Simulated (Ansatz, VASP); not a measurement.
**One calculation of Pb, two programs**

INCAR

```
ALGO     = Normal         # electronic algorithm
EDIFF    = 1E-6           # SCF threshold, eV
ENCUT    = 520            # plane-wave cutoff, eV
GGA      = PE             # functional
ISIF     = 2              # what is computed and relaxed
ISMEAR   = -1             # smearing method
LASPH    = True           # aspherical terms in the spheres
LCHARG   = False          # write CHGCAR
LREAL    = False          # projectors in reciprocal space
LWAVE    = False          # write WAVECAR
NBANDS   = 21             # bands
NELM     = 60             # most SCF steps
PREC     = Accurate       # precision mode
SIGMA    = 0.05           # smearing width, eV
```

The input KPOINTS:

```
k-points
0
Gamma
  14 14 14
```

Contents of POSCAR:

```
Pb
1.0
   -3.1485228551      3.1485228551      1.6794022131
    3.1485228551     -3.1485228551      1.6794022131
    3.1485228551      3.1485228551     -1.6794022131
Pb
2
Direct
   -0.3750000000     -0.1250000000     -0.2500000000
    0.3750000000      0.1250000000      0.2500000000
```

Input for Ansatz:

```yaml
crystal:
  lattice:
    - [-3.1485228551, 3.1485228551, 1.6794022131]
    - [3.1485228551, -3.1485228551, 1.6794022131]
    - [3.1485228551, 3.1485228551, -1.6794022131]
  atoms:
    - { symbol: Pb, position: [-0.375, -0.125, -0.25] }
    - { symbol: Pb, position: [0.375, 0.125, 0.25] }
kpoints:
  mp_grid: { grid: [14, 14, 14] }
  band_path:
    path:
      - [0.0, 0.0, 0.0]
      - [0.0, 0.0, 0.5]
      - [-0.5, 0.5, 0.5]
      - [0.0, 0.0, 0.0]
      - [0.3211272062, 0.3211272062, -0.3211272062]
      - [-0.3211272062, 0.6788727938, 0.3211272062]
      - [-0.5, 0.5, 0.5]
      - [0.0, 0.0, 0.5]
      - [0.25, 0.25, 0.25]
    npoints: 8
scf:
  occupations: { method: fermi_dirac, width: 0.05 }
hamiltonian:
  xc: pbe
  pseudopotentials: { kind: paw }
output:
  forces: true
  stress: true
  eigenvalues: true
  populations: true
  dos: { projected: true, de: 0.2, e_range: [-14, 8] }
```

Change from the starting cell: volume scaled by 1, PAW files.

Alike in both runs: task single point; functional PBE; k mesh 14 × 14 × 14; occupations fermi-dirac, width 0.05 eV; no spin polarisation.

|  | VASP | Ansatz |
| --- | --- | --- |
| version | VASP 6.6.1 | Ansatz 0.2.0 |
| potentials or method | VASP PAW PBE potentials, release 64 (Pb_d) | PAW with Ansatz's default frozen-core files, scalar-relativistic |
| plane-wave cutoff (eV) | 520 | 420 |
| valence electrons in the cell | 28 | 28 |

|  | VASP | Ansatz | Ansatz less VASP |
| --- | --- | --- | --- |
| pressure (GPa) | -0.1 | 0.0 | +0.06 |

With one functional, cell and mesh, what is left measures potentials, basis and numerics.

Neither program's run includes spin-orbit coupling.
